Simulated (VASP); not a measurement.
# KZnF3 (Pm-3m) in VASP: further runs

The runs below take KZnF3 through single point, with PBE.

Program: VASP 6.6.1. These are calculated values, not measurements. Logs are shortened: lines on timing, memory, paths and dates and some standing lists are left out, and cuts for length are marked.

## 1. The cell of the first run

The structure is cubic, space group Pm-3m (No. 221). Conventional cell: a = 3.747 Å, b = 3.747 Å, c = 3.747 Å, α = 90.00°, β = 90.00°, γ = 90.00°. Within 3.5 Å of K (site symmetry m-3m) lie 12 F at 2.65 Å and 8 Zn at 3.24 Å. Within 2.5 Å of Zn (site symmetry m-3m) lie 6 F at 1.87 Å. F (site symmetry 4/mmm) has 2 Zn at 1.87 Å within 2.5 Å.

## 2. Single point, PBE

Input file INCAR:

```
SYSTEM = KZnF3
ALGO = Normal
EDIFF = 1E-7
ENCUT = 520
GGA = PE
ISIF = 2
ISMEAR = 0
LASPH = .True.
LCHARG = .False.
LREAL = .False.
LWAVE = .False.
NBANDS = 29
NELM = 100
PREC = Accurate
SIGMA = 0.01
```

Input file KPOINTS:

```
k-points
0
Gamma
  4 4 4
  0 0 0
```

Input file POSCAR:

```
KZnF3
1.0
    3.7465111589      0.0000000000      0.0000000000
    0.0000000000      3.7465111589      0.0000000000
    0.0000000000      0.0000000000      3.7465111589
K Zn F
1 1 3
Direct
    0.0000000000      0.0000000000      0.0000000000
    0.5000000000      0.5000000000      0.5000000000
    0.5000000000      0.5000000000      0.0000000000
    0.0000000000      0.5000000000      0.5000000000
    0.5000000000      0.0000000000      0.5000000000
```

Potentials or basis: VASP PAW PBE potentials, release 64 (K_sv, Zn, F).

Started as:

```sh
> cat potpaw_PBE.64/K_sv/POTCAR potpaw_PBE.64/Zn/POTCAR potpaw_PBE.64/F/POTCAR > POTCAR
> mpirun -np 1 vasp_std > vasp.out
```

OUTCAR:

```text
SYSTEM = KZnF3
   EDIFF = 1E-7
   ENCUT = 520
   GGA = PE
   ISIF = 2
   ISMEAR = 0
   LASPH = .True.
   LREAL = .False.
   NELM = 100
   PREC = Accurate

 ion  position               nearest neighbor table
   1  0.000  0.000  0.000-   3 2.65   4 2.65   5 2.65   4 2.65   5 2.65   3 2.65   4 2.65   4 2.65
                             3 2.65   5 2.65   5 2.65   3 2.65   2 3.24   2 3.24   2 3.24   2 3.24
   2  0.500  0.500  0.500-   3 1.87   4 1.87   5 1.87   3 1.87   5 1.87   4 1.87   1 3.24   1 3.24
                             1 3.24   1 3.24   1 3.24   1 3.24   1 3.24   1 3.24
   3  0.500  0.500  0.000-   2 1.87   2 1.87   1 2.65   1 2.65   1 2.65   1 2.65
   4  0.000  0.500  0.500-   2 1.87   2 1.87   1 2.65   1 2.65   1 2.65   1 2.65
   5  0.500  0.000  0.500-   2 1.87   2 1.87   1 2.65   1 2.65   1 2.65   1 2.65

  LATTYP: Found a simple cubic cell.
 ALAT       =     3.7465111589

  Lattice vectors:

 A1 = (   3.7465111589,   0.0000000000,   0.0000000000)
 A2 = (   0.0000000000,   3.7465111589,   0.0000000000)
 A3 = (   0.0000000000,   0.0000000000,   3.7465111589)

Analysis of symmetry for initial positions (statically):
=====================================================================
 Subroutine PRICEL returns:
 Original cell was already a primitive cell.

 Routine SETGRP: Setting up the symmetry group for a
 simple cubic supercell.

 Subroutine GETGRP returns: Found 48 space group operations
 (whereof 48 operations were pure point group operations)
 out of a pool of 48 trial point group operations.

The static configuration has the point symmetry O_h .

Analysis of symmetry for dynamics (positions and initial velocities):
=====================================================================
 Subroutine PRICEL returns:
 Original cell was already a primitive cell.

 Routine SETGRP: Setting up the symmetry group for a
 simple cubic supercell.

 Subroutine GETGRP returns: Found 48 space group operations
 (whereof 48 operations were pure point group operations)
 out of a pool of 48 trial point group operations.

The dynamic configuration has the point symmetry O_h .

 Subroutine INISYM returns: Found 48 space group operations
 (whereof 48 operations are pure point group operations),
 and found     1 'primitive' translations

----------------------------------------------------------------------------------------

                                     Primitive cell

  volume of cell :      52.5873

  direct lattice vectors                    reciprocal lattice vectors
     3.746511159  0.000000000  0.000000000     0.266914993  0.000000000  0.000000000
     0.000000000  3.746511159  0.000000000     0.000000000  0.266914993  0.000000000
     0.000000000  0.000000000  3.746511159     0.000000000  0.000000000  0.266914993

  length of vectors
     3.746511159  3.746511159  3.746511159     0.266914993  0.266914993  0.266914993

  position of ions in fractional coordinates (direct lattice)
     0.000000000  0.000000000  0.000000000
     0.500000000  0.500000000  0.500000000
     0.500000000  0.500000000  0.000000000
     0.000000000  0.500000000  0.500000000
     0.500000000  0.000000000  0.500000000

  ion indices of the primitive-cell ions
   primitive index   ion index
                 1           1
                 2           2
                 3           3
                 4           4
                 5           5

----------------------------------------------------------------------------------------

 KPOINTS: k-points

Automatic generation of k-mesh.
 Grid dimensions read from file:
 generate k-points for:    4    4    4

 Generating k-lattice:

  Cartesian coordinates                     Fractional coordinates (reciprocal lattice)
     0.066728748  0.000000000  0.000000000     0.250000000  0.000000000  0.000000000
     0.000000000  0.066728748  0.000000000     0.000000000  0.250000000  0.000000000
     0.000000000  0.000000000  0.066728748     0.000000000  0.000000000  0.250000000

  Length of vectors
     0.066728748  0.066728748  0.066728748

  Shift w.r.t. Gamma in fractional coordinates (k-lattice)
     0.000000000  0.000000000  0.000000000

 Subroutine IBZKPT returns following result:
 ===========================================

 Found     10 irreducible k-points:

 Following reciprocal coordinates:
            Coordinates               Weight
  0.000000  0.000000  0.000000      1.000000
  0.250000  0.000000  0.000000      6.000000
  0.500000  0.000000  0.000000      3.000000
  0.250000  0.250000  0.000000     12.000000
  0.500000  0.250000  0.000000     12.000000
  0.500000  0.500000  0.000000      3.000000
  0.250000  0.250000  0.250000      8.000000
  0.500000  0.250000  0.250000     12.000000
  0.500000  0.500000  0.250000      6.000000
  0.500000  0.500000  0.500000      1.000000
   k-points           NKPTS =     10   k-points in BZ     NKDIM =     10   number of bands    NBANDS=     29
   number of dos      NEDOS =    301   number of ions     NIONS =      5
   total plane-waves  NPLWV =  21952
   dimension x,y,z NGX =    28 NGY =   28 NGZ =   28
   dimension x,y,z NGXF=    56 NGYF=   56 NGZF=   56
   ions per type =               1   1   3
   NGX,Y,Z   is equivalent  to a cutoff of  12.42, 12.42, 12.42 a.u.
   NGXF,Y,Z  is equivalent  to a cutoff of  24.85, 24.85, 24.85 a.u.
 SYSTEM =  KZnF3
   PREC   = accura    normal or accurate (medium, high low for compatibility)
   ISTART =      0    job   : 0-new  1-cont  2-samecut
   ICHARG =      2    charge: 1-file 2-atom 10-const
   ISPIN  =      1    spin polarized calculation?
   LNONCOLLINEAR =      F non collinear calculations
   LSORBIT =      F    spin-orbit coupling
   LASPH  =      T    aspherical Exc in radial PAW
   ENCUT  =  520.0 eV  38.22 Ry    6.18 a.u.   6.97  6.97  6.97*2*pi/ulx,y,z
   NELM   =    100;   NELMIN=  2; NELMDL= -5     # of ELM steps
   EDIFF  = 0.1E-06   stopping-criterion for ELM
   LREAL  =      F    real-space projection
   EDIFFG = 0.1E-05   stopping-criterion for IOM
   NSW    =      0    number of steps for IOM
   IBRION =     -1    ionic relax: 0-MD 1-quasi-New 2-CG
   NFREE  =      0    steps in history (QN), initial steepest desc. (CG)
   ISIF   =      2    stress and relaxation
   ISYM   =      2    0-nonsym 1-usesym 2-fastsym
   POTIM  = 0.5000    time-step for ionic-motion
   TEBEG  =    0.0;   TEEND  =   0.0 temperature during run
   PSTRESS=    0.0 pullay stress
   NELECT =      42.0000    total number of electrons
   NUPDOWN=      -1.0000    fix difference up-down
   EMIN   =  10.00;   EMAX   =-10.00  energy-range for DOS
   EFERMI =   0.00;   METHOD = LEGACY
   ISMEAR =     0;   SIGMA  =   0.01  broadening in eV -4-tet -1-fermi 0-gaus
   EFERMI_NEDOS =   21; number of points for ismear=-14 and -15
   IALGO  =     38    algorithm
   IMIX   =      4    mixing-type and parameters
     AMIX     =   0.40;   BMIX     =  1.00
     AMIX_MAG =   1.60;   BMIX_MAG =  1.00
  volume/ion in A,a.u.               =      10.52        70.98
  Fermi-wavevector in a.u.,A,eV,Ry     =   1.518906  2.870316 31.389667  2.307075
  Thomas-Fermi vector in A             =   2.627964
   LORBIT       =      0    0 simple, 1 ext, 2 COOP (PROOUT), +10 PAW based schemes
   GGA     = PE    functional components
   LHFCALC =     F    Hartree Fock is set to
   AEXX    =    0.0000 exact exchange contribution
   IVDW    =     0    specifies the selected vdW correction
   LEPSILON=     F    determine dielectric tensor
   LRPA    =     F    only Hartree local field effects (RPA)
 non-spin polarized calculation
 Gauss-broadening in eV      SIGMA  =   0.01
  energy-cutoff  :      520.00
  volume of cell :       52.59
 maximum number of plane-waves:      1452
 NGX is ok and might be reduce to    28
   NGX = 13   NGY = 13   NGZ = 13

 number of electron      41.9999994 magnetization

 Free energy of the ion-electron system (eV)
  ---------------------------------------------------
  ext. energy  EPLUGINS =         0.00000000
  ---------------------------------------------------
  free energy    TOTEN  =       -18.53135471 eV

  energy without entropy =      -18.53135471  energy(sigma->0) =      -18.53135471

 E-fermi :   2.2109     XC(G=0): -11.1499

 val. band max:        2.0718448654   @ k =   0.5000   0.5000   0.5000
 cond. band min:       6.5375996236   @ k =   0.0000   0.0000   0.0000
 fundamental gap:      4.4657547582
 Fermi energy:         2.2108595960

 k-point     1 :       0.0000    0.0000    0.0000
  band No.  band energies     occupation
      1     -26.1990      2.00000
      2     -21.8318      2.00000
      3     -20.8700      2.00000
      4     -20.8700      2.00000
      5      -9.7190      2.00000
      6      -9.7190      2.00000
[... 21 lines left out ...]
     28      12.2266      0.00000
     29      17.6716      0.00000

 k-point     2 :       0.2500    0.0000    0.0000
  band No.  band energies     occupation
      1     -26.1526      2.00000
      2     -21.7645      2.00000
      3     -20.9669      2.00000
      4     -20.8629      2.00000
      5      -9.6569      2.00000
      6      -9.6542      2.00000
[... 21 lines left out ...]
     28      12.7399      0.00000
     29      16.9928      0.00000

 k-point     3 :       0.5000    0.0000    0.0000
  band No.  band energies     occupation
      1     -26.1049      2.00000
      2     -21.6913      2.00000
      3     -21.0694      2.00000
      4     -20.8551      2.00000
      5      -9.5941      2.00000
      6      -9.5867      2.00000
[... 21 lines left out ...]
     28      14.7223      0.00000
     29      14.9087      0.00000

 k-point     4 :       0.2500    0.2500    0.0000
  band No.  band energies     occupation
      1     -26.1151      2.00000
      2     -21.6633      2.00000
      3     -21.0049      2.00000
      4     -20.9144      2.00000
      5      -9.7491      2.00000
      6      -9.6004      2.00000
[... 149 lines left out ...]
     28      14.7007      0.00000
     29      15.0798      0.00000

 k-point     9 :       0.5000    0.5000    0.2500
  band No.  band energies     occupation
      1     -26.0322      2.00000
      2     -21.1754      2.00000
      3     -21.1135      2.00000
      4     -21.1135      2.00000
      5      -9.9473      2.00000
      6      -9.9473      2.00000
[... 21 lines left out ...]
     28      15.0600      0.00000
     29      15.1917      0.00000

 k-point    10 :       0.5000    0.5000    0.5000
  band No.  band energies     occupation
      1     -26.0161      2.00000
      2     -21.0914      2.00000
      3     -21.0914      2.00000
      4     -21.0914      2.00000
      5     -10.0948      2.00000
      6     -10.0948      2.00000
[... 21 lines left out ...]
     28      14.8343      0.00000
     29      16.5363      0.00000

------------------------ aborting loop because EDIFF is reached ----------------------------------------

  FORCE on cell =-STRESS in cart. coord.  units (eV):
  Direction    XX          YY          ZZ          XY          YZ          ZX
  --------------------------------------------------------------------------------------
  -------------------------------------------------------------------------------------
  Total       13.6294850     13.6294850     13.6294850     -0.0000000      0.0000000     -0.0000000
  in kB      415.2493282    415.2493282    415.2493282     -0.0000000      0.0000000     -0.0000000
  external PRESSURE =     415.2493282 kB  Pullay stress =       0.0000000 kB

 VOLUME and BASIS-vectors are now :
 -----------------------------------------------------------------------------
  energy-cutoff  :      520.00
  volume of cell :       52.59
      direct lattice vectors                 reciprocal lattice vectors
     3.746511159  0.000000000  0.000000000     0.266914993  0.000000000  0.000000000
     0.000000000  3.746511159  0.000000000     0.000000000  0.266914993  0.000000000
     0.000000000  0.000000000  3.746511159     0.000000000  0.000000000  0.266914993

 POSITION                                       TOTAL-FORCE (eV/Angst)
 -----------------------------------------------------------------------------------
      0.00000      0.00000      0.00000         0.000000      0.000000      0.000000
      1.87326      1.87326      1.87326         0.000000      0.000000      0.000000
      1.87326      1.87326      0.00000         0.000000      0.000000      0.000000
      0.00000      1.87326      1.87326         0.000000      0.000000      0.000000
      1.87326      0.00000      1.87326         0.000000      0.000000      0.000000
 -----------------------------------------------------------------------------------
    total drift:                                0.000000      0.000000      0.000000

  FREE ENERGIE OF THE ION-ELECTRON SYSTEM (eV)
  ---------------------------------------------------
  free  energy   TOTEN  =       -18.5313547130 eV

  energy  without entropy=      -18.5313547130  energy(sigma->0) =      -18.53135471
```

Wall time 10 s (1 thread of AMD EPYC 9R45 (Zen 5), shared host); peak memory 0.13 GiB.

Results:

| Property | Result |
| --- | --- |
| Free energy | -18.5314 eV |
| Pressure | 41.5 GPa |
| Band gap on the k mesh | 4.47 eV (least direct gap 7.86 eV) |

Caveat: the cell stands under pressure. A k mesh can miss the band edges.

## 3. Single point, PBE

This run uses another cell than the first one, of 11.03 Å³/atom.

Input file INCAR:

```
PREC = Accurate ; ENCUT = 520
EDIFF = 1E-7 ; ISMEAR = 0
SIGMA = 0.01 ; LREAL = False
LASPH = True ; NELM = 60
ALGO = Normal ; ISIF = 2
LWAVE = False ; LCHARG = False
GGA = PE ; NBANDS = 29
```

Input file KPOINTS:

```
Automatic mesh
0
Gamma
  4 4 4
```

Edit POSCAR of step 2 so:

```diff
@@ -2,5 +2,5 @@
 1.0
-    3.7465111589      0.0000000000      0.0000000000
-    0.0000000000      3.7465111589      0.0000000000
-    0.0000000000      0.0000000000      3.7465111589
+    3.8061961451      0.0000000000      0.0000000000
+    0.0000000000      3.8061961451      0.0000000000
+    0.0000000000      0.0000000000      3.8061961451
 K Zn F
```

Potentials or basis: VASP PAW PBE potentials, release 64 (K_sv, Zn, F).

Started as:

```sh
> cat potpaw_PBE.64/K_sv/POTCAR potpaw_PBE.64/Zn/POTCAR potpaw_PBE.64/F/POTCAR > POTCAR
> mpirun -np 1 vasp_std > vasp.out
```

OUTCAR:

```text
PREC = Accurate
   ENCUT = 520
   EDIFF = 1E-7
   ISMEAR = 0
   LREAL = False
   LASPH = True
   NELM = 60
   ISIF = 2
   GGA = PE

 ion  position               nearest neighbor table
   1  0.000  0.000  0.000-   3 2.69   4 2.69   5 2.69   4 2.69   5 2.69   3 2.69   4 2.69   4 2.69
                             3 2.69   5 2.69   5 2.69   3 2.69   2 3.30   2 3.30   2 3.30   2 3.30
   2  0.500  0.500  0.500-   3 1.90   4 1.90   5 1.90   3 1.90   5 1.90   4 1.90   1 3.30   1 3.30
                             1 3.30   1 3.30   1 3.30   1 3.30   1 3.30   1 3.30
   3  0.500  0.500  0.000-   2 1.90   2 1.90   1 2.69   1 2.69   1 2.69   1 2.69
   4  0.000  0.500  0.500-   2 1.90   2 1.90   1 2.69   1 2.69   1 2.69   1 2.69
[... 509 lines left out ...]
  Total       10.7162104     10.7162104     10.7162104      0.0000000     -0.0000000      0.0000000
  in kB      311.3711144    311.3711144    311.3711144      0.0000000     -0.0000000      0.0000000
  external PRESSURE =     311.3711144 kB  Pullay stress =       0.0000000 kB

 VOLUME and BASIS-vectors are now :
 -----------------------------------------------------------------------------
  energy-cutoff  :      520.00
  volume of cell :       55.14
      direct lattice vectors                 reciprocal lattice vectors
     3.806196145  0.000000000  0.000000000     0.262729497  0.000000000  0.000000000
     0.000000000  3.806196145  0.000000000     0.000000000  0.262729497  0.000000000
     0.000000000  0.000000000  3.806196145     0.000000000  0.000000000  0.262729497

 POSITION                                       TOTAL-FORCE (eV/Angst)
 -----------------------------------------------------------------------------------
      0.00000      0.00000      0.00000         0.000000      0.000000      0.000000
      1.90310      1.90310      1.90310         0.000000      0.000000      0.000000
      1.90310      1.90310      0.00000         0.000000      0.000000      0.000000
      0.00000      1.90310      1.90310         0.000000      0.000000      0.000000
      1.90310      0.00000      1.90310         0.000000      0.000000      0.000000
 -----------------------------------------------------------------------------------
    total drift:                                0.000000      0.000000      0.000000

  FREE ENERGIE OF THE ION-ELECTRON SYSTEM (eV)
  ---------------------------------------------------
  free  energy   TOTEN  =       -19.1135198938 eV

  energy  without entropy=      -19.1135198938  energy(sigma->0) =      -19.11351989
```

OSZICAR:

```text
N       E                     dE             d eps       ncg     rms          rms(c)
DAV:   1     0.445639733624E+03    0.44564E+03   -0.22440E+04   580   0.184E+03
DAV:   2     0.180159347807E+02   -0.42762E+03   -0.40767E+03   640   0.469E+02
DAV:   3    -0.202480396627E+02   -0.38264E+02   -0.37941E+02   716   0.144E+02
DAV:   4    -0.212108063974E+02   -0.96277E+00   -0.96096E+00   842   0.205E+01
DAV:   5    -0.212240363771E+02   -0.13230E-01   -0.13225E-01   701   0.216E+00    0.158E+01
DAV:   6    -0.190795588586E+02    0.21445E+01   -0.57821E+00   819   0.320E+01    0.104E+01
DAV:   7    -0.191241544365E+02   -0.44596E-01   -0.11488E+00   655   0.713E+00    0.606E+00
DAV:   8    -0.191323695322E+02   -0.82151E-02   -0.27467E-01   742   0.976E+00    0.116E+00
DAV:   9    -0.191144141906E+02    0.17955E-01   -0.45644E-02   831   0.558E+00    0.363E-01
DAV:  10    -0.191139773677E+02    0.43682E-03   -0.33649E-02   827   0.408E+00    0.261E-01
DAV:  11    -0.191135180605E+02    0.45931E-03   -0.69445E-03   830   0.136E+00    0.876E-02
DAV:  12    -0.191135794693E+02   -0.61409E-04   -0.36962E-04   640   0.137E-01    0.817E-02
DAV:  13    -0.191135215484E+02    0.57921E-04   -0.49685E-04   680   0.766E-01    0.343E-02
DAV:  14    -0.191135198367E+02    0.17117E-05   -0.12891E-04   834   0.182E-01    0.786E-03
DAV:  15    -0.191135200941E+02   -0.25739E-06   -0.53404E-06   863   0.272E-02    0.245E-03
DAV:  16    -0.191135199360E+02    0.15811E-06   -0.97049E-07   727   0.256E-02    0.146E-03
DAV:  17    -0.191135198938E+02    0.42223E-07   -0.49109E-07   596   0.151E-02
   1 F= -.19113520E+02 E0= -.19113520E+02  d E =-.908327E-34
```

Wall time 9.9 s (1 thread of AMD EPYC 9R45 (Zen 5), shared host); peak memory 0.13 GiB.

What came out:

| Property | Result |
| --- | --- |
| Free energy | -19.1135 eV |
| Pressure | 31.1 GPa |
| Band gap on the k mesh | 4.31 eV (least direct gap 7.38 eV) |

Levels at points of the mesh, in eV from the valence-band top:
```tsv
k point	band 18	band 19	band 20	band 21	band 22	band 23	band 24	band 25
(0.00, 0.00, 0.00)	-3.32	-3.07	-3.07	-3.07	4.31	7.71	7.71	9.87
(0.50, 0.00, 0.00)	-3.32	-2.46	-2.46	-1.72	7.55	8.34	8.92	10.71
(0.50, 0.50, 0.00)	-2.58	-2.55	-2.55	0.00	8.56	9.80	10.79	10.79
(0.50, 0.50, 0.50)	-2.41	-2.41	0.00	0.00	8.01	8.01	8.01	11.78
```

Caveat: the cell stands under pressure.

(Part 1 of 2 ends here.)
